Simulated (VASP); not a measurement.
# PbS (Cmcm) in VASP: further runs, part 2 of 2

VASP 6.6.1. The steps go on from the part before.

### Step 5. Single point, r2SCAN

This run uses another cell than the first one, of 25.80 Å³/atom, 1.010 times its volume.

POSCAR reads:

```
PbS
1.0
    2.0637484146     -5.8692756833      0.0000000000
    2.0637484146      5.8692756833      0.0000000000
    0.0000000000      0.0000000000      4.2604423703
Pb S
2 2
Direct
    0.8722772600      0.1277227400      0.7500000000
    0.1277227400      0.8722772600      0.2500000000
    0.6436799886      0.3563200114      0.7500000000
    0.3563200114      0.6436799886      0.2500000000
```

INCAR.step1 reads:

```
ALGO     = Normal         # electronic algorithm
EDIFF    = 1E-4           # SCF threshold, eV
ENCUT    = 520            # plane-wave cutoff, eV
GGA      = PE             # functional
ISMEAR   = 0              # smearing method
LASPH    = True           # aspherical terms in the spheres
LCHARG   = False          # write CHGCAR
LREAL    = False          # projectors in reciprocal space
LWAVE    = True           # write WAVECAR
NBANDS   = 28             # bands
NELM     = 100            # most SCF steps
PREC     = Accurate       # precision mode
SIGMA    = 0.01           # smearing width, eV
```

INCAR.step2 reads:

```
ALGO     = Normal         # electronic algorithm
EDIFF    = 1E-6           # SCF threshold, eV
ENCUT    = 520            # plane-wave cutoff, eV
ISIF     = 2              # what is computed and relaxed
ISMEAR   = 0              # smearing method
ISTART   = 1            
LASPH    = True           # aspherical terms in the spheres
LCHARG   = False          # write CHGCAR
LMIXTAU  = True         
LREAL    = False          # projectors in reciprocal space
LWAVE    = False          # write WAVECAR
METAGGA  = R2SCAN         # meta-GGA
NBANDS   = 28             # bands
NELM     = 100            # most SCF steps
PREC     = Accurate       # precision mode
SIGMA    = 0.01           # smearing width, eV
```

KPOINTS reads:

```
k-points
0
Gamma
  6 6 6
```

Started as:

```console
$ cat potpaw_PBE.64/Pb_d/POTCAR potpaw_PBE.64/S/POTCAR > POTCAR
$ cp INCAR.step1 INCAR
$ mpirun -np 1 vasp_std > vasp.out
$ cp INCAR.step2 INCAR
$ mpirun -np 1 vasp_std > vasp.out
```

Run time: 4 min. Hardware: 1 thread of Intel Xeon 6975P-C (Granite Rapids), shared host; peak memory 0.35 GiB.

It converged, with:

| Property | Result |
| --- | --- |
| Free energy | -131.1224 eV |
| Pressure | 1.0 GPa |
| Largest force | 0.020 eV/Å |
| Band gap on the k mesh | 1.43 eV, indirect (least direct gap 1.67 eV) |

Forces in eV/Å, atoms in the order of the input:
```
Pb   0.000  0.020  0.000
Pb   0.000 -0.020  0.000
S    0.000 -0.008  0.000
S    0.000  0.008  0.000
```

Levels at points of the mesh, in eV from the valence-band top:
```
           k point  band 16  band 17  band 18  band 19  band 20  band 21  band 22  band 23  band 24  band 25
(0.00, 0.00, 0.00)    -3.17    -2.51    -1.82    -1.60    -0.58     5.08     5.09     5.29     5.98     6.39
(0.50, 0.00, 0.00)    -2.14    -1.50    -1.28    -0.38    -0.34     2.13     2.16     2.40     3.37     3.53
(0.50, 0.50, 0.00)    -2.78    -2.07    -1.91    -1.42    -0.51     1.43     4.78     5.21     5.33     6.05
(0.00, 0.00, 0.50)    -2.96    -1.23    -1.23    -0.08    -0.08     2.15     2.15     3.07     3.07     5.58
(0.50, 0.00, 0.50)    -4.49    -3.34    -3.34    -1.52    -1.52     3.74     3.74     5.78     5.78     6.93
(0.50, 0.50, 0.50)    -1.34    -1.27    -1.27    -0.45    -0.45     2.07     2.07     3.56     3.56     3.89
```

Caveat: the PAW data sets were made with another functional, which shifts forces and pressure a little; spin-orbit coupling is left out, which moves the levels of the heavy elements. A k mesh can miss the band edges.

### Step 6. Relaxation of cell and atoms, PBE+D4

INCAR reads:

```
PREC = Accurate
ENCUT = 600
EDIFF = 1E-7
ISMEAR = -1
SIGMA = 0.02
LREAL = F
LASPH = T
NELM = 100
ALGO = Normal
ISIF = 3
LWAVE = F
LCHARG = F
GGA = PE
IVDW = 13
IBRION = 2
NSW = 80
EDIFFG = -0.005
```

KPOINTS reads:

```
Automatic mesh
0
Gamma
  6 6 6
```

POSCAR reads:

```
PbS
1.0
    2.0549625747     -5.8169553266      0.0000000000
    2.0549625747      5.8169553266      0.0000000000
    0.0000000000      0.0000000000      4.2686387846
Pb S
2 2
Direct
    0.8730389803      0.1269610197      0.7500000000
    0.1269610197      0.8730389803      0.2500000000
    0.6405164257      0.3594835743      0.7500000000
    0.3594835743      0.6405164257      0.2500000000
```

Potentials or basis: VASP PAW PBE potentials, release 64 (Pb_d, S).

Started as:

```console
$ cat potpaw_PBE.64/Pb_d/POTCAR potpaw_PBE.64/S/POTCAR > POTCAR
$ mpirun -np 1 vasp_std > vasp.out
```

Wall time 3 min (1 thread of Intel Xeon Platinum 8481C at 2.70GHz (Sapphire Rapids), shared host); peak memory 0.38 GiB.

The run converged. Its results:

* Free energy: -18.8975 eV
* Relaxed volume: 25.54 Å³/atom
* Relaxed cell: a = 6.168 Å, b = 6.168 Å, c = 4.271 Å, α = 90.00°, β = 90.00°, γ = 141.06°
* Space group after relaxing (to 0.05 Å): Cmcm (No. 63)
* Energy gained by relaxing: 0.0 meV/atom
* Ionic steps: 4
* Pressure after relaxing: 0.0 GPa
* Largest force after relaxing: 0.004 eV/Å
* Band gap on the k mesh: 1.23 eV, indirect (least direct gap 1.29 eV)
* Dispersion energy per atom: -0.389 eV

Forces on the atoms (eV/Å):
```
Pb   0.000  0.004  0.000
Pb   0.000 -0.004  0.000
S    0.000  0.004  0.000
S    0.000 -0.004  0.000
```

Final structure:
```
Pb S
1.0
     2.05592   -5.81558    0.00000
     2.05592    5.81558    0.00000
     0.00000    0.00000    4.27143
Pb S
2 2
Direct
  0.87296 0.12704 0.75000
  0.12704 0.87296 0.25000
  0.64051 0.35949 0.75000
  0.35949 0.64051 0.25000
```

Levels at points of the mesh, in eV from the valence-band top:
| k point | band 18 | band 19 | band 20 | band 21 | band 22 | band 23 |
| --- | --- | --- | --- | --- | --- | --- |
| (0.00, 0.00, 0.00) | -1.80 | -1.56 | -0.62 | 4.57 | 4.70 | 4.97 |
| (0.50, 0.00, 0.00) | -1.21 | -0.44 | -0.32 | 1.76 | 1.77 | 2.01 |
| (0.50, 0.50, 0.00) | -1.72 | -1.34 | -0.60 | 1.23 | 4.43 | 4.73 |
| (0.00, 0.00, 0.50) | -1.15 | -0.05 | -0.05 | 1.78 | 1.78 | 2.75 |
| (0.50, 0.00, 0.50) | -3.35 | -1.44 | -1.44 | 3.35 | 3.35 | 5.45 |
| (0.50, 0.50, 0.50) | -1.15 | -0.49 | -0.49 | 1.66 | 1.66 | 3.27 |

Caveat: spin-orbit coupling is left out, which moves the levels of the heavy elements. A k mesh can miss the band edges.

### Step 7. Overview

```csv
task,level,potentials or basis,cell,cutoff (eV),smearing,gap on the mesh (eV),pressure (GPa),largest force (eV/Å)
single point,PBE+D4,"VASP PAW PBE potentials, release 64 (Pb_d, S)","a = 6.171, b = 6.171, c = 4.271 Å, angles 90.0, 90.0, 141.1°, 4 atoms",520,fermi-dirac 0.02 eV,1.23,-0.1,0.01
single point,LDA,"VASP PAW LDA potentials, release 64 (Pb_d, S)","a = 6.222, b = 6.222, c = 4.260 Å, angles 90.0, 90.0, 141.3°, 4 atoms",520,gaussian 0.01 eV,1.03,-2.7,0.09
single point,r2SCAN+rVV10,"VASP PAW PBE potentials, release 64 (Pb_d, S)","a = 6.222, b = 6.222, c = 4.260 Å, angles 90.0, 90.0, 141.3°, 4 atoms",520,fermi-dirac 0.02 eV,1.40,0.1,0.01
single point,r2SCAN,"VASP PAW PBE potentials, release 64 (Pb_d, S)","a = 6.222, b = 6.222, c = 4.260 Å, angles 90.0, 90.0, 141.3°, 4 atoms",520,gaussian 0.01 eV,1.43,1.0,0.02
relaxation of cell and atoms,PBE+D4,"VASP PAW PBE potentials, release 64 (Pb_d, S)","relaxed from a = 6.169, b = 6.169, c = 4.269 Å, angles 90.0, 90.0, 141.1°, 4 atoms",600,fermi-dirac 0.02 eV,1.23,0.0,-
```

Alike in all rows: no spin polarisation; k mesh 6 × 6 × 6.

Caveats: spin-orbit coupling is left out, which moves the levels of the heavy elements; the PAW data sets were made with another functional, which shifts forces and pressure a little (some runs).

Total energies depend on the potentials used, so only differences within one code and one set of settings carry meaning.
